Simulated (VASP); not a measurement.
# K16H (a cell with a defect) in VASP: notebook

The runs below take K16H (a cell with a defect) through single point, with PBE.

Program: VASP 6.6.1. These are calculated values, not measurements. Logs are shortened: lines on timing, memory, paths and dates and some standing lists are left out, and cuts for length are marked.

### Step 1. The cell of the first run

The cell holds a defect, 17 atoms: a = 10.565 Å, b = 10.565 Å, c = 10.565 Å, α = 90.00°, β = 90.00°, γ = 90.00°.

### Step 2. Single point, PBE

Input file INCAR:

```
  PREC = Accurate
  ENCUT = 400
  EDIFF = 1E-6
  ISMEAR = 0
  SIGMA = 0.1
  LREAL = False
  LASPH = True
  NELM = 120
  ALGO = Normal
  ISIF = 2
  LWAVE = False
  LCHARG = False
  GGA = PE
  NBANDS = 86
  GGA_COMPAT = False
```

Input file KPOINTS:

```
Automatic mesh
0
Gamma
  2 2 2
  0.5 0.5 0.5
```

Input file POSCAR:

```
K16H
1.0
   10.5652584730      0.0000000000      0.0000000000
    0.0000000000     10.5652584730      0.0000000000
    0.0000000000      0.0000000000     10.5652584730
K H
16 1
Direct
    0.0323518824      0.0287145838     -0.0000149547
    0.4472067590      0.0217455163      0.0000208230
    0.0034564228      0.4710119504     -0.0001100778
    0.0082470297      0.0058432077      0.5000537387
    0.2562407732      0.2554414553      0.2399153799
    0.5096133723      0.5091301849     -0.0000887815
    0.4884624463     -0.0123223677      0.4999969488
    0.7380936321      0.2371087282      0.2497854650
   -0.0106478228      0.4874492198      0.4999966649
    0.2388986513      0.7348147724      0.2497335022
    0.2562270490      0.2554654017      0.7601053037
    0.5065913923      0.5048106503      0.4999377927
    0.7595410013      0.7630786337      0.2367530341
    0.7380429944      0.2371264278      0.7500842521
    0.2389650009      0.7348024679      0.7500836842
    0.7595090097      0.7630907489      0.7631502836
    0.2405736695      0.1753458285      0.0000143868
```

Potentials or basis: VASP PAW PBE potentials, release 64 (K_sv, H).

Command:

```sh
cat potpaw_PBE.64/K_sv/POTCAR potpaw_PBE.64/H/POTCAR > POTCAR
mpirun -np 1 vasp_std > vasp.out
```

OUTCAR:

```text
PREC = Accurate
   ENCUT = 400
   EDIFF = 1E-6
   ISMEAR = 0
   LREAL = False
   LASPH = True
   NELM = 120
   ISIF = 2
   GGA = PE

 ion  position               nearest neighbor table
   1  0.032  0.029  1.000-
   2  0.447  0.022  0.000-
   3  0.003  0.471  1.000-
   4  0.008  0.006  0.500-
   5  0.256  0.255  0.240-
   6  0.510  0.509  1.000-
[... 9 lines left out ...]
  16  0.760  0.763  0.763-
  17  0.241  0.175  0.000-

  LATTYP: Found a simple cubic cell.
 ALAT       =    10.5652584730

  Lattice vectors:

 A1 = (  10.5652584730,   0.0000000000,   0.0000000000)
 A2 = (   0.0000000000,  10.5652584730,   0.0000000000)
 A3 = (   0.0000000000,   0.0000000000,  10.5652584730)

Analysis of symmetry for initial positions (statically):
=====================================================================
 Subroutine PRICEL returns:
 Original cell was already a primitive cell.

 Routine SETGRP: Setting up the symmetry group for a
 simple cubic supercell.

 Subroutine GETGRP returns: Found  1 space group operations
 (whereof  1 operations were pure point group operations)
 out of a pool of 48 trial point group operations.

The static configuration has the point symmetry C_1 .

Analysis of symmetry for dynamics (positions and initial velocities):
=====================================================================
 Subroutine PRICEL returns:
 Original cell was already a primitive cell.

 Routine SETGRP: Setting up the symmetry group for a
 simple cubic supercell.

 Subroutine GETGRP returns: Found  1 space group operations
 (whereof  1 operations were pure point group operations)
 out of a pool of 48 trial point group operations.

The dynamic configuration has the point symmetry C_1 .

 Subroutine INISYM returns: Found  1 space group operations
 (whereof  1 operations are pure point group operations),
 and found     1 'primitive' translations

----------------------------------------------------------------------------------------
[... 99 lines left out ...]
   LASPH  =      T    aspherical Exc in radial PAW
   ENCUT  =  400.0 eV  29.40 Ry    5.42 a.u.  17.23 17.23 17.23*2*pi/ulx,y,z
   NELM   =    120;   NELMIN=  2; NELMDL= -5     # of ELM steps
   EDIFF  = 0.1E-05   stopping-criterion for ELM
   LREAL  =      F    real-space projection
   EDIFFG = 0.1E-04   stopping-criterion for IOM
   NSW    =      0    number of steps for IOM
   IBRION =     -1    ionic relax: 0-MD 1-quasi-New 2-CG
   NFREE  =      0    steps in history (QN), initial steepest desc. (CG)
   ISIF   =      2    stress and relaxation
   ISYM   =      2    0-nonsym 1-usesym 2-fastsym
   POTIM  = 0.5000    time-step for ionic-motion
   TEBEG  =    0.0;   TEEND  =   0.0 temperature during run
   PSTRESS=    0.0 pullay stress
   NELECT =     145.0000    total number of electrons
   NUPDOWN=      -1.0000    fix difference up-down
   EMIN   =  10.00;   EMAX   =-10.00  energy-range for DOS
   EFERMI =   0.00;   METHOD = LEGACY
   ISMEAR =     0;   SIGMA  =   0.10  broadening in eV -4-tet -1-fermi 0-gaus
   EFERMI_NEDOS =   21; number of points for ismear=-14 and -15
   IALGO  =     38    algorithm
   IMIX   =      4    mixing-type and parameters
     AMIX     =   0.40;   BMIX     =  1.00
     AMIX_MAG =   1.60;   BMIX_MAG =  1.00
  volume/ion in A,a.u.               =      69.37       468.15
  Fermi-wavevector in a.u.,A,eV,Ry     =   0.814049  1.538330  9.016258  0.662676
  Thomas-Fermi vector in A             =   1.923886
   LORBIT       =      0    0 simple, 1 ext, 2 COOP (PROOUT), +10 PAW based schemes
   GGA     = PE    functional components
   LHFCALC =     F    Hartree Fock is set to
   AEXX    =    0.0000 exact exchange contribution
   IVDW    =     0    specifies the selected vdW correction
   LEPSILON=     F    determine dielectric tensor
   LRPA    =     F    only Hartree local field effects (RPA)
 non-spin polarized calculation
 Gauss-broadening in eV      SIGMA  =   0.10
  energy-cutoff  :      400.00
  volume of cell :     1179.34
 maximum number of plane-waves:     21428
 NGX is ok and might be reduce to    70
   NGX = 35   NGY = 35   NGZ = 35

 number of electron     144.9999991 magnetization

 Free energy of the ion-electron system (eV)
  ---------------------------------------------------
  ext. energy  EPLUGINS =         0.00000000
  ---------------------------------------------------
  free energy    TOTEN  =       -20.14174205 eV

  energy without entropy =      -20.03726682  energy(sigma->0) =      -20.08950444

 E-fermi :   0.0188     XC(G=0):  -5.6457

 val. band max:       -0.3483515287   @ k =  -0.2500   0.2500   0.2500
 cond. band min:       0.0717482799   @ k =  -0.2500   0.2500   0.2500
 fundamental gap:      0.4200998086
 Fermi energy:         0.0187642934

 k-point     1 :       0.2500    0.2500    0.2500
  band No.  band energies     occupation
      1     -32.3206      2.00000
      2     -32.3202      2.00000
      3     -32.3192      2.00000
      4     -32.3070      2.00000
      5     -32.2910      2.00000
      6     -32.2851      2.00000
[... 337 lines left out ...]
     83       1.1245      0.00000
     84       1.2169      0.00000
 [bands above 84 left out]

------------------------ aborting loop because EDIFF is reached ----------------------------------------

  FORCE on cell =-STRESS in cart. coord.  units (eV):
  Direction    XX          YY          ZZ          XY          YZ          ZX
  --------------------------------------------------------------------------------------
  -------------------------------------------------------------------------------------
  Total       -0.2966764     -0.1336872     -0.6207712      0.1476876      0.0001497     -0.0005763
  in kB       -0.4030447     -0.1816185     -0.8433381      0.2006385      0.0002033     -0.0007829
  external PRESSURE =      -0.4760004 kB  Pullay stress =       0.0000000 kB

 VOLUME and BASIS-vectors are now :
 -----------------------------------------------------------------------------
  energy-cutoff  :      400.00
  volume of cell :     1179.34
      direct lattice vectors                 reciprocal lattice vectors
    10.565258473  0.000000000  0.000000000     0.094649838  0.000000000  0.000000000
     0.000000000 10.565258473  0.000000000     0.000000000  0.094649838  0.000000000
     0.000000000  0.000000000 10.565258473     0.000000000  0.000000000  0.094649838

 POSITION                                       TOTAL-FORCE (eV/Angst)
 -----------------------------------------------------------------------------------
      0.34181      0.30338     10.56510        -0.000758     -0.008080     -0.000149
      4.72485      0.22975      0.00022         0.049275     -0.029321     -0.000238
      0.03652      4.97636     10.56410        -0.028927      0.044499      0.000264
      0.08713      0.06173      5.28320         0.000957     -0.000121     -0.000318
      2.70725      2.69880      2.53477        -0.003764      0.001724     -0.007123
      5.38420      5.37909     10.56432        -0.005826     -0.004018      0.000250
[... 9 lines left out ...]
      8.02441      8.06225      8.06288        -0.005654      0.010361      0.005604
      2.54172      1.85257      0.00015        -0.006420     -0.023908     -0.000121
 -----------------------------------------------------------------------------------
    total drift:                                0.001166     -0.000316     -0.000074

  FREE ENERGIE OF THE ION-ELECTRON SYSTEM (eV)
  ---------------------------------------------------
  free  energy   TOTEN  =       -20.1417420498 eV

  energy  without entropy=      -20.0372668210  energy(sigma->0) =      -20.08950444
```

OSZICAR:

```text
N       E                     dE             d eps       ncg     rms          rms(c)
DAV:   1     0.998294664449E+03    0.99829E+03   -0.54691E+04   800   0.111E+03
DAV:   2     0.669407822991E+02   -0.93135E+03   -0.92018E+03   808   0.349E+02
DAV:   3    -0.153623213324E+02   -0.82303E+02   -0.81366E+02   952   0.751E+01
DAV:   4    -0.210670965086E+02   -0.57048E+01   -0.56844E+01  1136   0.193E+01
DAV:   5    -0.214985413043E+02   -0.43144E+00   -0.43125E+00   968   0.348E+00    0.908E+00
DAV:   6    -0.203970636734E+02    0.11015E+01   -0.14138E+00   800   0.160E+00    0.557E+00
DAV:   7    -0.201204987961E+02    0.27656E+00   -0.19628E+00   832   0.193E+00    0.200E+00
DAV:   8    -0.201488171931E+02   -0.28318E-01   -0.34474E-01   864   0.101E+00    0.539E-01
DAV:   9    -0.201410754837E+02    0.77417E-02   -0.38508E-02   832   0.301E-01    0.298E-01
DAV:  10    -0.201412308710E+02   -0.15539E-03   -0.20777E-02   840   0.169E-01    0.153E-01
DAV:  11    -0.201417480342E+02   -0.51716E-03   -0.30270E-03   832   0.876E-02    0.785E-02
DAV:  12    -0.201417398120E+02    0.82223E-05   -0.14293E-04   856   0.360E-02    0.342E-02
DAV:  13    -0.201417419725E+02   -0.21605E-05   -0.58424E-05   768   0.175E-02    0.599E-03
DAV:  14    -0.201417426035E+02   -0.63103E-06   -0.10821E-05   496   0.699E-03    0.482E-03
DAV:  15    -0.201417420498E+02    0.55377E-06   -0.14750E-06   552   0.315E-03
   1 F= -.20141742E+02 E0= -.20089504E+02  d E =-.104475E+00
```

It took 4.2 min on 1 thread of Intel Xeon 6975P-C (Granite Rapids), shared host; peak memory 0.74 GiB.

Results:

```yaml
Free_energy: -20.1417 eV
Pressure: 0.0 GPa
Largest_force: 0.057 eV/Å
Band_gap_on_the_k_mesh: zero (an odd number of electrons rules out a gap without spin polarisation)
```

Forces on the atoms (eV/Å):
```
K   -0.001 -0.008  0.000
K    0.049 -0.029  0.000
K   -0.029  0.044  0.000
K    0.001  0.000  0.000
K   -0.004  0.002 -0.007
K   -0.006 -0.004  0.000
K   -0.001  0.003  0.000
K    0.005 -0.002 -0.006
K   -0.006  0.002  0.000
K    0.001 -0.002  0.003
K   -0.003  0.001  0.007
K    0.006 -0.001  0.000
K   -0.006  0.010 -0.005
K    0.005 -0.002  0.006
K    0.001 -0.001 -0.002
K   -0.006  0.010  0.006
H   -0.006 -0.024  0.000
```

### Step 3. Single point, PBE

Input file INCAR:

```
PREC = Accurate
ENCUT = 400
EDIFF = 1E-6
ISMEAR = 0
SIGMA = 0.1
LREAL = F
LASPH = T
NELM = 120
ALGO = Normal
ISIF = 2
LWAVE = F
LCHARG = F
GGA = PE
NBANDS = 86
GGA_COMPAT = F
```

KPOINTS is that of step 2.

Input file POSCAR:

```
K16H
1.0
   10.5652584730      0.0000000000      0.0000000000
    0.0000000000     10.5652584730      0.0000000000
    0.0000000000      0.0000000000     10.5652584730
K H
16 1
Direct
    0.0287118390      0.0323535861     -0.0000148600
    0.4710134648      0.0034580318     -0.0001099831
    0.0217437179      0.4472060018      0.0000208230
    0.0058437756      0.0082467457      0.5000537387
    0.2554417393      0.2562397320      0.2399150013
    0.5091316047      0.5096134670     -0.0000887815
    0.4874485573     -0.0106494318      0.4999966649
    0.7348143938      0.2388997871      0.2497358684
   -0.0123198122      0.4884629196      0.4999969488
    0.2371077817      0.7380939160      0.2497829094
    0.2554658750      0.2562259132      0.7601055876
    0.5048080947      0.5065931907      0.4999377927
    0.7630793909      0.7595405281      0.2367533181
    0.7348021840      0.2389660420      0.7500813180
    0.2371254813      0.7380433730      0.7500867130
    0.7630914114      0.7595085364      0.7631499997
    0.1753480054      0.2405708300      0.0000142921
```

Potentials or basis: VASP PAW PBE potentials, release 64 (K_sv, H).

Command:

```sh
cat potpaw_PBE.64/K_sv/POTCAR potpaw_PBE.64/H/POTCAR > POTCAR
mpirun -np 1 vasp_std > vasp.out
```

It took 4.1 min on 1 thread of Intel Xeon 6975P-C (Granite Rapids), shared host; peak memory 0.74 GiB.

It converged, with:

* Free energy: -20.1417 eV
* Pressure: 0.0 GPa
* Largest force: 0.057 eV/Å
* Band gap on the k mesh: zero (an odd number of electrons rules out a gap without spin polarisation)

Forces on the atoms (eV/Å):
```
K   -0.008 -0.001  0.000
K    0.044 -0.029  0.000
K   -0.029  0.049  0.000
K    0.000  0.001  0.000
K    0.002 -0.004 -0.007
K   -0.004 -0.006  0.000
K    0.002 -0.006  0.000
K   -0.002  0.001  0.003
K    0.004 -0.001  0.000
K   -0.002  0.005 -0.006
K    0.001 -0.003  0.007
K   -0.001  0.006  0.000
K    0.010 -0.006 -0.005
K   -0.001  0.001 -0.002
K   -0.002  0.005  0.006
K    0.010 -0.006  0.006
H   -0.024 -0.006  0.000
```

Levels at points of the mesh, in eV from the Fermi level:
| k point | band 68 | band 69 | band 70 | band 71 | band 72 | band 73 | band 74 | band 75 | band 76 | band 77 |
| --- | --- | --- | --- | --- | --- | --- | --- | --- | --- | --- |
| (0.25, 0.25, 0.25) | -1.24 | -1.01 | -0.58 | -0.56 | -0.37 | 0.05 | 0.07 | 0.08 | 0.26 | 0.61 |

The gap in the log of VASP goes by the Fermi energy; the results here count the filled bands.